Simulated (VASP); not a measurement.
**Ga4BiSb3: relaxation of cell and atoms with PBE**

Ga4BiSb3:

```
Sb Ga Bi
1.0
     6.03117    0.00000    0.00000
     0.00000    6.03117    0.00000
     0.00000    0.00000    6.03117
Sb Ga Bi
3 4 1
Direct
  0.50000 0.00000 0.00000
  0.00000 0.50000 0.00000
  0.00000 0.00000 0.50000
  0.25000 0.75000 0.75000
  0.75000 0.25000 0.75000
  0.75000 0.75000 0.25000
  0.25000 0.25000 0.25000
  0.50000 0.50000 0.50000
```

- Program: VASP 6.6.1
- Task: relaxation of cell and atoms
- Functional: PBE
- Potentials or basis: VASP PAW PBE potentials, release 64 (Sb, Ga_d, Bi_d)
- Cutoff: 600 eV
- k mesh: 4 × 4 × 4
- Occupations: fermi-dirac, width 0.02 eV
- Spin: no spin polarisation
- Dipole correction: no
- Further INCAR settings: ALGO = Normal; EDIFF = 1e-07; IBRION = 2; EDIFFG = -0.005; NSW = 80; ISIF = 3

```yaml
Relaxed_volume: 30.91 Å³/atom
Relaxed_cell: a = 6.277 Å, b = 6.277 Å, c = 6.277 Å, α = 90.00°, β = 90.00°, γ = 90.00°
Space_group_after_relaxing_to_0.1_Å: P-43m (No. 215)
Energy_gained_by_relaxing: 70.0 meV/atom
Ionic_steps: 8
Pressure_after_relaxing: 0.0 GPa
Band_gap_on_the_k_mesh: zero (bands 41 and 42 overlap by 0.17 eV)
```

The path:
| step | energy change (eV) | largest force (eV/Å) | pressure (GPa) | volume (Å³) |
| --- | --- | --- | --- | --- |
| 1 | 0.0000 | 0.4979 | 6.72 | 219.38 |
| 2 | -0.5005 | 0.1248 | -1.61 | 257.96 |
| 3 | -0.5520 | 0.1986 | -0.06 | 247.72 |
| 4 | -0.5519 | 0.1939 | -0.16 | 248.31 |
| 5 | -0.5577 | 0.1048 | -0.13 | 248.03 |
| 6 | -0.5602 | 0.0039 | -0.08 | 247.67 |
| 7 | -0.5603 | 0.0002 | 0.04 | 247.05 |
| 8 | -0.5603 | 0.0018 | 0.00 | 247.28 |

Final structure:
```yaml
crystal:
  lattice:
    - [6.27666, 0.00000, 0.00000]
    - [0.00000, 6.27666, 0.00000]
    - [0.00000, 0.00000, 6.27666]
  atoms:
    - { symbol: Sb, position: [0.50000, 0.00000, 0.00000] }
    - { symbol: Sb, position: [0.00000, 0.50000, 0.00000] }
    - { symbol: Sb, position: [0.00000, 0.00000, 0.50000] }
    - { symbol: Ga, position: [0.24633, 0.75367, 0.75367] }
    - { symbol: Ga, position: [0.75367, 0.24633, 0.75367] }
    - { symbol: Ga, position: [0.75367, 0.75367, 0.24633] }
    - { symbol: Ga, position: [0.24633, 0.24633, 0.24633] }
    - { symbol: Bi, position: [0.50000, 0.50000, 0.50000] }
```

Levels at points of the mesh, in eV from the Fermi level:
```csv
k point,band 38,band 39,band 40,band 41,band 42,band 43,band 44,band 45
"(0.00, 0.00, 0.00)",-2.32,-0.77,0.01,0.01,0.01,0.93,0.93,0.93
"(0.50, 0.00, 0.00)",-1.63,-1.63,-1.41,-1.41,1.16,1.37,2.43,2.45
"(0.50, 0.50, 0.00)",-1.30,-1.19,-1.01,-1.01,1.65,1.72,1.72,2.00
"(0.50, 0.50, 0.50)",-1.15,-0.88,-0.88,-0.88,-0.15,0.19,0.19,0.19
```

Run time: 6 min on 1 thread of Intel(R) Xeon(R) 6975P-C (Granite Rapids) (shared host), peak memory 0.42 GiB.

Caveat: spin-orbit coupling is left out, which moves the levels of the heavy elements.
